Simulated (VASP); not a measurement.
# Sb (R-3m) in VASP: further runs

Sb is run at these levels: PBEsol; tasks: single point, relaxation of cell and atoms.

Program: VASP 6.6.1. These are calculated values, not measurements. Logs are shortened: lines on timing, memory, paths and dates and some standing lists are left out, and cuts for length are marked.

## (1) The cell of the first run

It takes space group R-3m (No. 166, trigonal). Conventional cell: a = 4.322 Å, b = 4.322 Å, c = 11.063 Å, α = 90.00°, β = 90.00°, γ = 120.00°. Sb (site symmetry 3m) has 6 Sb at 2.93 to 3.30 Å within 3.9 Å.

## (2) Single point, PBEsol

Input file INCAR:

```
SYSTEM = Sb
ALGO = Normal
EDIFF = 1E-7
ENCUT = 520
GGA = PS
ISIF = 2
ISMEAR = 0
LASPH = .True.
LCHARG = .False.
LREAL = .False.
LWAVE = .False.
NBANDS = 12
NELM = 60
PREC = Accurate
SIGMA = 0.1
```

Input file KPOINTS:

```
k-points
0
Gamma
  12 12 12
  0 0 0
```

Input file POSCAR:

```
Sb
1.0
    2.1607860341      1.2475303984      3.6877541418
   -2.1607860341      1.2475303984      3.6877541418
    0.0000000000     -2.4950607968      3.6877541418
Sb
2
Direct
    0.2643151866      0.2643151866      0.2643151866
    0.7356848134      0.7356848134      0.7356848134
```

Potentials or basis: VASP PAW PBE potentials, release 64 (Sb).

Started as:

```bash
$ cat potpaw_PBE.64/Sb/POTCAR > POTCAR
$ mpirun -np 1 vasp_std > vasp.out
```

OUTCAR:

```text
SYSTEM = Sb
   EDIFF = 1E-7
   ENCUT = 520
   GGA = PS
   ISIF = 2
   ISMEAR = 0
   LASPH = .True.
   LREAL = .False.
   NELM = 60
   PREC = Accurate

 ion  position               nearest neighbor table
   1  0.264  0.264  0.264-   2 2.93   2 2.93   2 2.93   2 3.30   2 3.30   2 3.30
   2  0.736  0.736  0.736-   1 2.93   1 2.93   1 2.93   1 3.30   1 3.30   1 3.30

  LATTYP: Found a trigonal (rhomboedric) cell.
 ALAT       =     4.4525115374
 COS(alpha) =     0.5289755869

  Lattice vectors:

 A1 = (   2.1607860341,   1.2475303984,   3.6877541418)
 A2 = (  -2.1607860341,   1.2475303984,   3.6877541418)
 A3 = (   0.0000000000,  -2.4950607968,   3.6877541418)

Analysis of symmetry for initial positions (statically):
=====================================================================
 Subroutine PRICEL returns:
 Original cell was already a primitive cell.

 Routine SETGRP: Setting up the symmetry group for a
 trigonal (rhombohedral) supercell.

 Subroutine GETGRP returns: Found 12 space group operations
 (whereof 12 operations were pure point group operations)
 out of a pool of 12 trial point group operations.

The static configuration has the point symmetry D_3d.

Analysis of symmetry for dynamics (positions and initial velocities):
=====================================================================
 Subroutine PRICEL returns:
 Original cell was already a primitive cell.

 Routine SETGRP: Setting up the symmetry group for a
 trigonal (rhombohedral) supercell.

 Subroutine GETGRP returns: Found 12 space group operations
 (whereof 12 operations were pure point group operations)
 out of a pool of 12 trial point group operations.

The dynamic configuration has the point symmetry D_3d.

 Subroutine INISYM returns: Found 12 space group operations
 (whereof 12 operations are pure point group operations),
 and found     1 'primitive' translations

----------------------------------------------------------------------------------------

                                     Primitive cell

  volume of cell :      59.6453

  direct lattice vectors                    reciprocal lattice vectors
     2.160786034  1.247530398  3.687754142     0.231397275  0.133597279  0.090389251
    -2.160786034  1.247530398  3.687754142    -0.231397275  0.133597279  0.090389251
     0.000000000 -2.495060797  3.687754142     0.000000000 -0.267194558  0.090389251

  length of vectors
     4.452511537  4.452511537  4.452511537     0.282069404  0.282069404  0.282069404

  position of ions in fractional coordinates (direct lattice)
     0.264315187  0.264315187  0.264315187
     0.735684813  0.735684813  0.735684813

  ion indices of the primitive-cell ions
   primitive index   ion index
                 1           1
                 2           2

----------------------------------------------------------------------------------------

 KPOINTS: k-points

Automatic generation of k-mesh.
 Grid dimensions read from file:
 generate k-points for:   12   12   12

 Generating k-lattice:

  Cartesian coordinates                     Fractional coordinates (reciprocal lattice)
     0.019283106  0.011133107  0.007532438     0.083333333  0.000000000  0.000000000
    -0.019283106  0.011133107  0.007532438     0.000000000  0.083333333  0.000000000
     0.000000000 -0.022266213  0.007532438     0.000000000  0.000000000  0.083333333

  Length of vectors
     0.023505784  0.023505784  0.023505784

  Shift w.r.t. Gamma in fractional coordinates (k-lattice)
     0.000000000  0.000000000  0.000000000

 Subroutine IBZKPT returns following result:
 ===========================================

 Found    189 irreducible k-points:

 Following reciprocal coordinates:
            Coordinates               Weight
  0.000000  0.000000  0.000000      1.000000
  0.083333  0.000000  0.000000      6.000000
  0.166667  0.000000  0.000000      6.000000
  0.250000  0.000000  0.000000      6.000000
  0.333333  0.000000  0.000000      6.000000
  0.416667  0.000000  0.000000      6.000000
[... 16 lines left out ...]
  0.500000  0.166667  0.000000     12.000000
 -0.416667  0.166667  0.000000     12.000000
 [... further k-points ...]
   k-points           NKPTS =    189   k-points in BZ     NKDIM =    189   number of bands    NBANDS=     12
   number of dos      NEDOS =    301   number of ions     NIONS =      2
   total plane-waves  NPLWV =  46656
   dimension x,y,z NGX =    36 NGY =   36 NGZ =   36
   dimension x,y,z NGXF=    72 NGYF=   72 NGZF=   72
   ions per type =               2
   NGX,Y,Z   is equivalent  to a cutoff of  13.44, 13.44, 13.44 a.u.
   NGXF,Y,Z  is equivalent  to a cutoff of  26.88, 26.88, 26.88 a.u.
 SYSTEM =  Sb
   PREC   = accura    normal or accurate (medium, high low for compatibility)
   ISTART =      0    job   : 0-new  1-cont  2-samecut
   ICHARG =      2    charge: 1-file 2-atom 10-const
   ISPIN  =      1    spin polarized calculation?
   LNONCOLLINEAR =      F non collinear calculations
   LSORBIT =      F    spin-orbit coupling
   LASPH  =      T    aspherical Exc in radial PAW
   ENCUT  =  520.0 eV  38.22 Ry    6.18 a.u.   8.28  8.28  8.28*2*pi/ulx,y,z
   NELM   =     60;   NELMIN=  2; NELMDL= -5     # of ELM steps
   EDIFF  = 0.1E-06   stopping-criterion for ELM
   LREAL  =      F    real-space projection
   EDIFFG = 0.1E-05   stopping-criterion for IOM
   NSW    =      0    number of steps for IOM
   IBRION =     -1    ionic relax: 0-MD 1-quasi-New 2-CG
   NFREE  =      0    steps in history (QN), initial steepest desc. (CG)
   ISIF   =      2    stress and relaxation
   ISYM   =      2    0-nonsym 1-usesym 2-fastsym
   POTIM  = 0.5000    time-step for ionic-motion
   TEBEG  =    0.0;   TEEND  =   0.0 temperature during run
   PSTRESS=    0.0 pullay stress
   NELECT =      10.0000    total number of electrons
   NUPDOWN=      -1.0000    fix difference up-down
   EMIN   =  10.00;   EMAX   =-10.00  energy-range for DOS
   EFERMI =   0.00;   METHOD = LEGACY
   ISMEAR =     0;   SIGMA  =   0.10  broadening in eV -4-tet -1-fermi 0-gaus
   EFERMI_NEDOS =   21; number of points for ismear=-14 and -15
   IALGO  =     38    algorithm
   IMIX   =      4    mixing-type and parameters
     AMIX     =   0.40;   BMIX     =  1.00
     AMIX_MAG =   1.60;   BMIX_MAG =  1.00
  volume/ion in A,a.u.               =      29.82       201.25
  Fermi-wavevector in a.u.,A,eV,Ry     =   0.902713  1.705879 11.087250  0.814890
  Thomas-Fermi vector in A             =   2.025950
   LORBIT       =      0    0 simple, 1 ext, 2 COOP (PROOUT), +10 PAW based schemes
   GGA     = PS    functional components
   LHFCALC =     F    Hartree Fock is set to
   AEXX    =    0.0000 exact exchange contribution
   IVDW    =     0    specifies the selected vdW correction
   LEPSILON=     F    determine dielectric tensor
   LRPA    =     F    only Hartree local field effects (RPA)
 non-spin polarized calculation
 Gauss-broadening in eV      SIGMA  =   0.10
  energy-cutoff  :      520.00
  volume of cell :       59.65
 maximum number of plane-waves:      1618
 NGX is ok and might be reduce to    36
   NGX = 17   NGY = 17   NGZ = 17

 number of electron      10.0000000 magnetization

 Free energy of the ion-electron system (eV)
  ---------------------------------------------------
  ext. energy  EPLUGINS =         0.00000000
  ---------------------------------------------------
  free energy    TOTEN  =        -9.11767238 eV

  energy without entropy =       -9.11707798  energy(sigma->0) =       -9.11737518

 E-fermi :   7.2084     XC(G=0):  -9.7269

 val. band max:        7.1030908266   @ k =   0.2500   0.2500   0.1667
 cond. band min:       7.2150709466   @ k =  -0.4167   0.5000   0.4167
 fundamental gap:      0.1119801200
 Fermi energy:         7.2083599935

 k-point     1 :       0.0000    0.0000    0.0000
  band No.  band energies     occupation
      1      -5.5017      2.00000
      2       2.5435      2.00000
      3       5.2894      2.00000
      4       5.4398      2.00000
      5       5.4398      2.00000
      6       9.5476      0.00000
      7      10.0623      0.00000
      8      10.0623      0.00000
      9      12.1993      0.00000
     10      12.1993      0.00000
     11      12.3643      0.00000
     12      13.7461      0.00000

 k-point     2 :       0.0833    0.0000    0.0000
  band No.  band energies     occupation
      1      -5.4246      2.00000
      2       2.1654      2.00000
      3       5.3124      2.00000
      4       5.4295      2.00000
      5       5.6191      2.00000
      6       9.4651      0.00000
      7       9.8377      0.00000
      8       9.8421      0.00000
      9      11.8952      0.00000
     10      12.2279      0.00000
     11      12.2330      0.00000
     12      14.3256      0.00000

 k-point     3 :       0.1667    0.0000    0.0000
  band No.  band energies     occupation
      1      -5.1940      2.00000
      2       1.2990      2.00000
      3       5.3308      2.00000
      4       5.4092      2.00000
      5       5.9751      2.00000
      6       9.1107      0.00000
      7       9.2930      0.00000
      8       9.3039      0.00000
      9      11.7440      0.00000
     10      12.3180      0.00000
     11      12.5400      0.00000
     12      15.5151      0.00000

 k-point     4 :       0.2500    0.0000    0.0000
  band No.  band energies     occupation
      1      -4.8128      2.00000
      2       0.2602      2.00000
      3       5.3772      2.00000
      4       5.4005      2.00000
      5       6.2707      2.00000
      6       8.5280      0.00000
      7       8.6560      0.00000
      8       8.6607      0.00000
      9      12.1532      0.00000
     10      12.8338      0.00000
     11      13.1987      0.00000
     12      17.0106      0.00000

 k-point     5 :       0.3333    0.0000    0.0000
  band No.  band energies     occupation
      1      -4.2874      2.00000
      2      -0.7984      2.00000
      3       5.4177      2.00000
      4       5.4695      2.00000
      5       6.4973      2.00000
      6       7.9089      0.00000
      7       8.0764      0.00000
      8       8.0974      0.00000
      9      12.9718      0.00000
     10      13.7250      0.00000
     11      14.1277      0.00000
     12      17.9762      0.00000
[... 228 lines left out ...]
      1      -4.4268      2.00000
      2      -0.1085      2.00000
      3       4.2005      2.00000
      4       4.5781      2.00000
      5       5.5350      2.00000
      6       9.0181      0.00000
      7       9.7440      0.00000
      8      10.1073      0.00000
      9      11.0626      0.00000
     10      14.4454      0.00000
     11      14.7848      0.00000
     12      16.2945      0.00000

 k-point    22 :       0.4167    0.1667    0.0000
  band No.  band energies     occupation
      1      -3.8795      2.00000
      2      -1.0252      2.00000
      3       4.0129      2.00000
      4       4.5890      2.00000
      5       5.2596      2.00000
      6       9.1911      0.00000
      7       9.3575      0.00000
      8       9.8430      0.00000
      9      11.6445      0.00000
     10      15.2768      0.00000
     11      15.9110      0.00000
     12      16.6593      0.00000

 k-point    23 :       0.5000    0.1667    0.0000
  band No.  band energies     occupation
      1      -3.2279      2.00000
      2      -1.9117      2.00000
      3       3.7481      2.00000
      4       4.7596      2.00000
      5       5.3064      2.00000
      6       8.7178      0.00000
      7       8.9726      0.00000
      8      10.0576      0.00000
      9      12.7126      0.00000
     10      15.3125      0.00000
     11      16.2085      0.00000
     12      16.3967      0.00000

 k-point    24 :      -0.4167    0.1667    0.0000
  band No.  band energies     occupation
      1      -2.9435      2.00000
      2      -2.2560      2.00000
      3       3.5420      2.00000
      4       5.0971      2.00000
      5       5.5508      2.00000
      6       8.1952      0.00000
      7       8.5950      0.00000
      8      10.3922      0.00000
      9      13.8338      0.00000
     10      14.2515      0.00000
     11      14.8999      0.00000
     12      17.5128      0.00000

 [... further k-points ...]

------------------------ aborting loop because EDIFF is reached ----------------------------------------

  FORCE on cell =-STRESS in cart. coord.  units (eV):
  Direction    XX          YY          ZZ          XY          YZ          ZX
  --------------------------------------------------------------------------------------
  -------------------------------------------------------------------------------------
  Total        0.0736092      0.0736092      0.0497851     -0.0000000     -0.0000000      0.0000000
  in kB        1.9772736      1.9772736      1.3373157     -0.0000000     -0.0000000      0.0000000
  external PRESSURE =       1.7639543 kB  Pullay stress =       0.0000000 kB

 VOLUME and BASIS-vectors are now :
 -----------------------------------------------------------------------------
  energy-cutoff  :      520.00
  volume of cell :       59.65
      direct lattice vectors                 reciprocal lattice vectors
     2.160786034  1.247530398  3.687754142     0.231397275  0.133597279  0.090389251
    -2.160786034  1.247530398  3.687754142    -0.231397275  0.133597279  0.090389251
     0.000000000 -2.495060797  3.687754142     0.000000000 -0.267194558  0.090389251

 POSITION                                       TOTAL-FORCE (eV/Angst)
 -----------------------------------------------------------------------------------
      0.00000      0.00000      2.92419         0.000000      0.000000     -0.049094
      0.00000      0.00000      8.13907         0.000000      0.000000      0.049094
 -----------------------------------------------------------------------------------
    total drift:                                0.000000      0.000000     -0.000000

  FREE ENERGIE OF THE ION-ELECTRON SYSTEM (eV)
  ---------------------------------------------------
  free  energy   TOTEN  =        -9.1176723827 eV

  energy  without entropy=       -9.1170779784  energy(sigma->0) =       -9.11737518
```

It took 76 s on 1 thread of Intel Xeon 6975P-C (Granite Rapids), shared host; peak memory 0.26 GiB.

What came out:

```yaml
Free_energy: -9.1177 eV
Pressure: 0.2 GPa
Largest_force: 0.049 eV/Å
Band_gap_on_the_k_mesh: zero (bands 5 and 6 overlap by 0.27 eV)
```

Forces on the atoms (eV/Å):
```
Sb   0.000  0.000 -0.049
Sb   0.000  0.000  0.049
```

Caveat: the PAW data sets were made with another functional, which shifts forces and pressure a little; spin-orbit coupling is left out, which moves the levels of the heavy elements.

## (3) Relaxation of cell and atoms, PBEsol

This run uses another cell than the first one, of 31.44 Å³/atom.

Input file INCAR:

```
  PREC = Accurate
  ENCUT = 600
  EDIFF = 1E-6
  ISMEAR = 0
  SIGMA = 0.1
  LREAL = False
  LASPH = True
  NELM = 60
  ALGO = Normal
  ISIF = 3
  LWAVE = False
  LCHARG = False
  GGA = PS
  IBRION = 2
  NSW = 100
  EDIFFG = -0.005
```

Input file KPOINTS:

```
Automatic mesh
0
Gamma
  12 12 12
```

Input file POSCAR:

```
Sb
1.0
    2.1770673240      1.2569304056      3.8298803211
   -2.1770673240      1.2569304056      3.8298803211
    0.0000000000     -2.5138608111      3.8298803211
Sb
2
Direct
    0.2682562500      0.2682562500      0.2682562500
    0.7317437500      0.7317437500      0.7317437500
```

Potentials or basis: VASP PAW PBE potentials, release 64 (Sb).

Started as:

```bash
$ cat potpaw_PBE.64/Sb/POTCAR > POTCAR
$ mpirun -np 1 vasp_std > vasp.out
```

Run time: 6.8 min. Hardware: 1 thread of Intel Xeon 6975P-C (Granite Rapids), shared host; peak memory 0.33 GiB.

Results (log left out):

| Property | Result |
| --- | --- |
| Free energy | -9.1181 eV |
| Relaxed volume | 29.83 Å³/atom |
| Relaxed cell | a = 4.449 Å, b = 4.449 Å, c = 4.449 Å, α = 58.17°, β = 58.17°, γ = 58.17° |
| Space group after relaxing (to 0.1 Å) | R-3m (No. 166) |
| Energy gained by relaxing | 12.2 meV/atom |
| Ionic steps | 16 |
| Pressure after relaxing | 0.0 GPa |
| Band gap on the k mesh | zero (bands 5 and 6 overlap by 0.26 eV) |

The path:
| step | energy change (eV) | largest force (eV/Å) | pressure (GPa) | volume (Å³) |
| --- | --- | --- | --- | --- |
| 1 | 0.0000 | 0.1750 | -1.35 | 62.88 |
| 2 | -0.0108 | 0.3010 | 0.53 | 60.50 |
| 3 | -0.0109 | 0.2899 | 0.36 | 60.70 |
| 4 | -0.0189 | 0.1533 | 0.24 | 60.25 |
| 5 | -0.0229 | 0.0406 | 0.15 | 59.51 |
| 6 | -0.0230 | 0.0215 | 0.15 | 59.59 |
| 7 | -0.0240 | 0.0265 | -0.17 | 59.88 |
| 8 | -0.0240 | 0.0272 | -0.24 | 59.95 |
| 9 | -0.0243 | 0.0300 | 0.11 | 59.61 |
| 10 | -0.0244 | 0.0101 | -0.01 | 59.72 |
| 11 | -0.0244 | 0.0095 | -0.01 | 59.73 |
| 12 | -0.0244 | 0.0065 | 0.00 | 59.70 |
| 13 | -0.0244 | 0.0015 | 0.02 | 59.65 |
| 14 | -0.0244 | 0.0049 | -0.03 | 59.68 |
| 15 | -0.0244 | 0.0014 | -0.01 | 59.67 |
| 16 | -0.0244 | 0.0012 | 0.00 | 59.66 |

Final structure:
```yaml
crystal:
  lattice:
    - [2.16280, 1.24869, 3.68205]
    - [-2.16280, 1.24869, 3.68205]
    - [0.00000, -2.49738, 3.68205]
  atoms:
    - { symbol: Sb, position: [0.26379, 0.26379, 0.26379] }
    - { symbol: Sb, position: [0.73621, 0.73621, 0.73621] }
```

Levels at points of the mesh, in eV from the Fermi level:
| k point | band 3 | band 4 | band 5 | band 6 | band 7 | band 8 |
| --- | --- | --- | --- | --- | --- | --- |
| (0.00, 0.00, 0.00) | -1.90 | -1.76 | -1.76 | 2.40 | 2.88 | 2.88 |
| (0.50, 0.00, 0.00) | -1.69 | -1.52 | -0.26 | -0.14 | 0.25 | 0.33 |
| (0.50, 0.50, 0.00) | -5.53 | -3.71 | -3.67 | 1.63 | 5.11 | 5.51 |
| (0.50, 0.50, 0.50) | -1.19 | -1.19 | -0.43 | 0.00 | 0.00 | 0.98 |

Caveat: the PAW data sets were made with another functional, which shifts forces and pressure a little; spin-orbit coupling is left out, which moves the levels of the heavy elements.

The gap in the log of VASP goes by the Fermi energy; the results here count the filled bands.